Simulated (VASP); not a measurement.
# CoO (R3m) in VASP: notebook

Runs on CoO. Level: PBEsol. Tasks: single point.

Everything below comes from runs of VASP 6.6.1. Logs are shortened: lines on timing, memory, paths and dates and some standing lists are left out, and cuts for length are marked.

## 1. The cell of the first run

The structure is trigonal, space group R3m (No. 160). The conventional cell has a = 3.161 Å, b = 3.161 Å, c = 7.595 Å, α = 90.00°, β = 90.00°, γ = 120.00°. Co (site symmetry 3m) has 4 O at 1.88 to 1.94 Å within 2.5 Å. Within 2.5 Å of O (site symmetry 3m) lie 4 Co at 1.88 to 1.94 Å.

## 2. Single point, PBEsol, collinear spin, ferromagnetic start (volume scaled by 0.96)

The input, INCAR:

```
SYSTEM = CoO
PREC = Accurate
ENCUT = 520
EDIFF = 1E-6
ISMEAR = -1
SIGMA = 0.05
LREAL = .False.
LASPH = .True.
NELM = 150
ALGO = Normal
ISIF = 2
LWAVE = .False.
LCHARG = .False.
ISPIN = 2
MAGMOM = 2 0
LORBIT = 11
LMAXMIX = 4
GGA = PS
NBANDS = 18
```

The input, KPOINTS:

```
Automatic mesh
0
Gamma
  10 10 10
  0 0 0
```

The input, POSCAR:

```
CoO
1.0
    1.5805655677      0.9125399560      2.5317845992
   -1.5805655677      0.9125399560      2.5317845992
    0.0000000000     -1.8250799120      2.5317845992
Co O
1 1
Direct
    0.9989783200      0.9989783200      0.9989783200
    0.7510210300      0.7510210300      0.7510210300
```

Potentials or basis: VASP PAW PBE potentials, release 64 (Co, O).

Launch:

```console
cat potpaw_PBE.64/Co/POTCAR potpaw_PBE.64/O/POTCAR > POTCAR
mpirun -np 1 vasp_std > vasp.out
```

OUTCAR:

```text
SYSTEM = CoO
   PREC = Accurate
   ENCUT = 520
   EDIFF = 1E-6
   ISMEAR = -1
   LREAL = .False.
   LASPH = .True.
   NELM = 150
   ISIF = 2
   ISPIN = 2
   LORBIT = 11
   GGA = PS

 ion  position               nearest neighbor table
   1  0.999  0.999  0.999-   2 1.88   2 1.94   2 1.94   2 1.94
   2  0.751  0.751  0.751-   1 1.88   1 1.94   1 1.94   1 1.94

  LATTYP: Found a trigonal (rhomboedric) cell.
 ALAT       =     3.1210334734
 COS(alpha) =     0.4870699110

  Lattice vectors:

 A1 = (   1.5805655677,   0.9125399560,   2.5317845992)
 A2 = (  -1.5805655677,   0.9125399560,   2.5317845992)
 A3 = (   0.0000000000,  -1.8250799120,   2.5317845992)

Analysis of symmetry for initial positions (statically):
=====================================================================
 Subroutine PRICEL returns:
 Original cell was already a primitive cell.

 Routine SETGRP: Setting up the symmetry group for a
 trigonal (rhombohedral) supercell.

 Subroutine GETGRP returns: Found  6 space group operations
 (whereof  6 operations were pure point group operations)
 out of a pool of 12 trial point group operations.

The static configuration has the point symmetry C_3v.

Analysis of symmetry for dynamics (positions and initial velocities):
=====================================================================
 Subroutine PRICEL returns:
 Original cell was already a primitive cell.

 Routine SETGRP: Setting up the symmetry group for a
 trigonal (rhombohedral) supercell.

 Subroutine GETGRP returns: Found  6 space group operations
 (whereof  6 operations were pure point group operations)
 out of a pool of 12 trial point group operations.

The dynamic configuration has the point symmetry C_3v.

Analysis of structural, dynamic, and magnetic symmetry:
=====================================================================
 Subroutine PRICEL returns:
 Original cell was already a primitive cell.

 Routine SETGRP: Setting up the symmetry group for a
 trigonal (rhombohedral) supercell.

 Subroutine GETGRP returns: Found  6 space group operations
 (whereof  6 operations were pure point group operations)
 out of a pool of 12 trial point group operations.

The overall configuration has the point symmetry C_3v.

 Subroutine INISYM returns: Found  6 space group operations
 (whereof  6 operations are pure point group operations),
 and found     1 'primitive' translations

----------------------------------------------------------------------------------------

                                     Primitive cell

  volume of cell :      21.9100

  direct lattice vectors                    reciprocal lattice vectors
     1.580565568  0.912539956  2.531784599     0.316342460  0.182640404  0.131659436
    -1.580565568  0.912539956  2.531784599    -0.316342460  0.182640404  0.131659436
     0.000000000 -1.825079912  2.531784599     0.000000000 -0.365280809  0.131659436

  length of vectors
     3.121033473  3.121033473  3.121033473     0.388283758  0.388283758  0.388283758

  position of ions in fractional coordinates (direct lattice)
     0.998978320  0.998978320  0.998978320
     0.751021030  0.751021030  0.751021030

  ion indices of the primitive-cell ions
   primitive index   ion index
                 1           1
                 2           2

----------------------------------------------------------------------------------------

 KPOINTS: Automatic mesh

Automatic generation of k-mesh.
 Grid dimensions read from file:
 generate k-points for:   10   10   10

 Generating k-lattice:

  Cartesian coordinates                     Fractional coordinates (reciprocal lattice)
     0.031634246  0.018264040  0.013165944     0.100000000  0.000000000  0.000000000
    -0.031634246  0.018264040  0.013165944     0.000000000  0.100000000  0.000000000
     0.000000000 -0.036528081  0.013165944     0.000000000  0.000000000  0.100000000

  Length of vectors
     0.038828376  0.038828376  0.038828376

  Shift w.r.t. Gamma in fractional coordinates (k-lattice)
     0.000000000  0.000000000  0.000000000

 Subroutine IBZKPT returns following result:
 ===========================================

 Found    116 irreducible k-points:

 Following reciprocal coordinates:
            Coordinates               Weight
  0.000000  0.000000  0.000000      1.000000
  0.100000 -0.000000 -0.000000      6.000000
  0.200000 -0.000000 -0.000000      6.000000
  0.300000 -0.000000  0.000000      6.000000
  0.400000 -0.000000 -0.000000      6.000000
  0.500000  0.000000  0.000000      3.000000
[... 16 lines left out ...]
  0.300000  0.300000  0.000000      6.000000
  0.400000  0.300000 -0.000000     12.000000
 [... further k-points ...]
   k-points           NKPTS =    116   k-points in BZ     NKDIM =    116   number of bands    NBANDS=     18
   number of dos      NEDOS =    301   number of ions     NIONS =      2
   total plane-waves  NPLWV =  13824
   dimension x,y,z NGX =    24 NGY =   24 NGZ =   24
   dimension x,y,z NGXF=    48 NGYF=   48 NGZF=   48
   ions per type =               1   1
   NGX,Y,Z   is equivalent  to a cutoff of  12.78, 12.78, 12.78 a.u.
   NGXF,Y,Z  is equivalent  to a cutoff of  25.57, 25.57, 25.57 a.u.
 SYSTEM =  CoO
   PREC   = accura    normal or accurate (medium, high low for compatibility)
   ISTART =      0    job   : 0-new  1-cont  2-samecut
   ICHARG =      2    charge: 1-file 2-atom 10-const
   ISPIN  =      2    spin polarized calculation?
   LNONCOLLINEAR =      F non collinear calculations
   LSORBIT =      F    spin-orbit coupling
   LASPH  =      T    aspherical Exc in radial PAW
   ENCUT  =  520.0 eV  38.22 Ry    6.18 a.u.   5.80  5.80  5.80*2*pi/ulx,y,z
   NELM   =    150;   NELMIN=  2; NELMDL= -5     # of ELM steps
   EDIFF  = 0.1E-05   stopping-criterion for ELM
   LREAL  =      F    real-space projection
   EDIFFG = 0.1E-04   stopping-criterion for IOM
   NSW    =      0    number of steps for IOM
   IBRION =     -1    ionic relax: 0-MD 1-quasi-New 2-CG
   NFREE  =      0    steps in history (QN), initial steepest desc. (CG)
   ISIF   =      2    stress and relaxation
   ISYM   =      2    0-nonsym 1-usesym 2-fastsym
   POTIM  = 0.5000    time-step for ionic-motion
   TEBEG  =    0.0;   TEEND  =   0.0 temperature during run
   PSTRESS=    0.0 pullay stress
   NELECT =      15.0000    total number of electrons
   NUPDOWN=      -1.0000    fix difference up-down
   EMIN   =  10.00;   EMAX   =-10.00  energy-range for DOS
   EFERMI =   0.00;   METHOD = LEGACY
   ISMEAR =    -1;   SIGMA  =   0.05  broadening in eV -4-tet -1-fermi 0-gaus
   EFERMI_NEDOS =   21; number of points for ismear=-14 and -15
   IALGO  =     38    algorithm
   IMIX   =      4    mixing-type and parameters
     AMIX     =   0.40;   BMIX     =  1.00
     AMIX_MAG =   1.60;   BMIX_MAG =  1.00
  volume/ion in A,a.u.               =      10.96        73.93
  Fermi-wavevector in a.u.,A,eV,Ry     =   1.442861  2.726612 28.325254  2.081847
  Thomas-Fermi vector in A             =   2.561333
   LORBIT       =     11    0 simple, 1 ext, 2 COOP (PROOUT), +10 PAW based schemes
   GGA     = PS    functional components
   LHFCALC =     F    Hartree Fock is set to
   AEXX    =    0.0000 exact exchange contribution
   IVDW    =     0    specifies the selected vdW correction
   LEPSILON=     F    determine dielectric tensor
   LRPA    =     F    only Hartree local field effects (RPA)
 spin polarized calculation
  energy-cutoff  :      520.00
  volume of cell :       21.91
 maximum number of plane-waves:       602
   NGX = 11   NGY = 11   NGZ = 11

 number of electron      14.9999998 magnetization       2.5279318

 Free energy of the ion-electron system (eV)
  ---------------------------------------------------
  ext. energy  EPLUGINS =         0.00000000
  ---------------------------------------------------
  free energy    TOTEN  =       -14.26023869 eV

  energy without entropy =      -14.23792553  energy(sigma->0) =      -14.24908211

 E-fermi :   6.3397     XC(G=0): -11.7242

 val. band max:        6.3360351851   @ k =  -0.3000   0.2000   0.2000
 cond. band min:       6.3408699400   @ k =   0.5000   0.5000   0.1000
 fundamental gap:      0.0048347549
 Fermi energy:         6.3396916006

 spin component 1

 k-point     1 :       0.0000    0.0000    0.0000
  band No.  band energies     occupation
      1     -13.9768      1.00000
      2      -0.1076      1.00000
      3      -0.0548      1.00000
      4      -0.0548      1.00000
      5       4.1359      1.00000
      6       4.1359      1.00000
[... 10 lines left out ...]
     17      27.2016      0.00000
     18      29.4841      0.00000
[... 463 lines left out ...]
 k-point    24 :       0.4000    0.3000   -0.0000
  band No.  band energies     occupation
      1     -13.2527      1.00000
      2      -1.0509      1.00000
      3       0.5304      1.00000
      4       0.5437      1.00000
      5       3.4044      1.00000
      6       4.3848      1.00000
[... 10 lines left out ...]
     17      33.5111      0.00000
     18      35.4849      0.00000

 [... further k-points ...]

 spin component 2

 k-point     1 :       0.0000    0.0000    0.0000
  band No.  band energies     occupation
      1     -13.4979      1.00000
      2       0.9411      1.00000
      3       1.0248      1.00000
      4       1.0248      1.00000
      5       5.8184      0.99997
      6       5.8184      0.99997
[... 10 lines left out ...]
     17      27.6459      0.00000
     18      29.9234      0.00000
[... 463 lines left out ...]
 k-point    24 :       0.4000    0.3000   -0.0000
  band No.  band energies     occupation
      1     -12.7395      1.00000
      2      -0.4265      1.00000
      3       1.3317      1.00000
      4       1.3688      1.00000
      5       5.2486      1.00000
      6       6.1377      0.98269
[... 10 lines left out ...]
     17      33.9364      0.00000
     18      35.9480      0.00000

 [... further k-points ...]
[... 5 lines left out ...]
  --------------------------------------------------------------------------------------
  -------------------------------------------------------------------------------------
  Total       -0.8363390     -0.8363390     -0.0778110      0.0000000      0.0000000      0.0000000
  in kB      -61.1576091    -61.1576091     -5.6899585      0.0000000      0.0000000      0.0000000
  external PRESSURE =     -42.6683922 kB  Pullay stress =       0.0000000 kB

 VOLUME and BASIS-vectors are now :
 -----------------------------------------------------------------------------
  energy-cutoff  :      520.00
  volume of cell :       21.91
      direct lattice vectors                 reciprocal lattice vectors
     1.580565568  0.912539956  2.531784599     0.316342460  0.182640404  0.131659436
    -1.580565568  0.912539956  2.531784599    -0.316342460  0.182640404  0.131659436
     0.000000000 -1.825079912  2.531784599     0.000000000 -0.365280809  0.131659436

 POSITION                                       TOTAL-FORCE (eV/Angst)
 -----------------------------------------------------------------------------------
      0.00000      0.00000      7.58759         0.000000     -0.000000      0.256930
      0.00000      0.00000      5.70427         0.000000      0.000000     -0.256930
 -----------------------------------------------------------------------------------
    total drift:                               -0.000000      0.000000     -0.000067

  FREE ENERGIE OF THE ION-ELECTRON SYSTEM (eV)
  ---------------------------------------------------
  free  energy   TOTEN  =       -14.2602386852 eV

  energy  without entropy=      -14.2379255334  energy(sigma->0) =      -14.24908211

 total charge

# of ion       s       p       d       tot
------------------------------------------
    1        0.362   0.489   7.248   8.098
    2        1.549   3.427   0.000   4.975
--------------------------------------------------
tot          1.910   3.916   7.248  13.074

 magnetization (x)

# of ion       s       p       d       tot
------------------------------------------
    1        0.016   0.050   2.127   2.192
    2        0.020   0.245   0.000   0.265
--------------------------------------------------
tot          0.036   0.295   2.127   2.457
```

It took 57 s on 1 thread of Intel Xeon 6975P-C, shared host; peak memory 0.2 GiB.

What came out:

```
Free energy                                           : -14.2602 eV
Pressure                                              : -4.3 GPa
Largest force                                         : 0.257 eV/Å
Net moment                                            : 2.53 μB per cell
Site moments                                          : Co +2.19; O +0.27 μB
Valence electrons inside the program's atomic spheres : Co 8.10; O 4.97
```

Forces in eV/Å, atoms in the order of the input:
```
Co   0.000  0.000  0.257
O    0.000  0.000 -0.257
```

Stress tensor (GPa, compression positive):
```
-6.12  0.00  0.00
 0.00 -6.12  0.00
 0.00  0.00 -0.57
```

Caveat: the cell differs from its parent crystal (volume scaled by 0.96); the PAW data sets were made with another functional, which shifts forces and pressure a little; a cell with one magnetic atom can't hold antiferromagnetic order, which such compounds often take; semilocal functionals often make such compounds metallic where correlation or magnetic order opens a gap, which also shifts bond lengths.

## 3. Single point, PBEsol, collinear spin, ferromagnetic start

This run uses another cell than the first one, of 11.41 Å³/atom, 1.042 times its volume.

The input, INCAR:

```
PREC = Accurate
ENCUT = 520
EDIFF = 1E-7
ISMEAR = -1
SIGMA = 0.05
LREAL = F
LASPH = T
NELM = 150
ALGO = Normal
ISIF = 2
LWAVE = F
LCHARG = F
ISPIN = 2
MAGMOM = 2 0
LORBIT = 11
LMAXMIX = 4
GGA = PS
NBANDS = 18
```

The input, KPOINTS:

```
regular mesh
0
Gamma
  10 10 10
```

The input, POSCAR:

```
CoO
1.0
    1.6022198417      0.9250420569      2.5664708903
   -1.6022198417      0.9250420569      2.5664708903
    0.0000000000     -1.8500841138      2.5664708903
Co O
1 1
Direct
    0.9989783200      0.9989783200      0.9989783200
    0.7510210300      0.7510210300      0.7510210300
```

Potentials or basis: VASP PAW PBE potentials, release 64 (Co, O).

Launch:

```console
cat potpaw_PBE.64/Co/POTCAR potpaw_PBE.64/O/POTCAR > POTCAR
mpirun -np 1 vasp_std > vasp.out
```

It took 68 s on 1 thread of Intel Xeon 6975P-C, shared host; peak memory 0.2 GiB.

It converged, with:

```
Free energy                                           : -14.2256 eV
Pressure                                              : -8.2 GPa
Largest force                                         : 0.217 eV/Å
Net moment                                            : 2.76 μB per cell
Site moments                                          : Co +2.37; O +0.30 μB
Valence electrons inside the program's atomic spheres : Co 8.01; O 4.96
```

Forces in eV/Å, atoms in the order of the input:
```
Co   0.000  0.000  0.217
O    0.000  0.000 -0.217
```

Stress tensor (GPa, compression positive):
```
-9.82  0.00  0.00
 0.00 -9.82  0.00
 0.00  0.00 -4.92
```

Levels at points of the mesh, in eV from the Fermi level:
Spin up:
```csv
k point,band 6,band 7,band 8,band 9,band 10,band 11,band 12,band 13
"(0.00, 0.00, 0.00)",-2.30,0.08,0.27,0.27,0.43,13.89,13.89,14.47
"(0.50, 0.00, 0.00)",-2.22,-2.22,-0.52,-0.47,5.62,6.87,13.44,13.79
"(0.50, 0.50, 0.00)",-1.99,-1.82,-1.67,-1.59,5.13,9.86,10.95,14.04
"(0.50, 0.50, 0.50)",-2.24,-2.24,-0.64,-0.64,5.58,7.18,13.34,13.34
```
Spin down:
```tsv
k point	band 3	band 4	band 5	band 6	band 7	band 8	band 9	band 10
(0.00, 0.00, 0.00)	-4.98	-4.98	-0.45	-0.45	0.56	2.50	2.50	2.59
(0.50, 0.00, 0.00)	-4.81	-4.78	-0.25	-0.24	0.14	1.65	1.68	6.08
(0.50, 0.50, 0.00)	-4.53	-4.49	-0.94	-0.07	0.08	0.78	0.86	6.08
(0.50, 0.50, 0.50)	-4.73	-4.73	-0.22	-0.22	-0.01	1.52	1.52	6.03
```

Caveat: the PAW data sets were made with another functional, which shifts forces and pressure a little; a cell with one magnetic atom can't hold antiferromagnetic order, which such compounds often take; semilocal functionals often make such compounds metallic where correlation or magnetic order opens a gap, which also shifts bond lengths. With open d or f shells a metallic result of PBEsol can be an artefact of self-interaction; +U or a hybrid may open a gap.
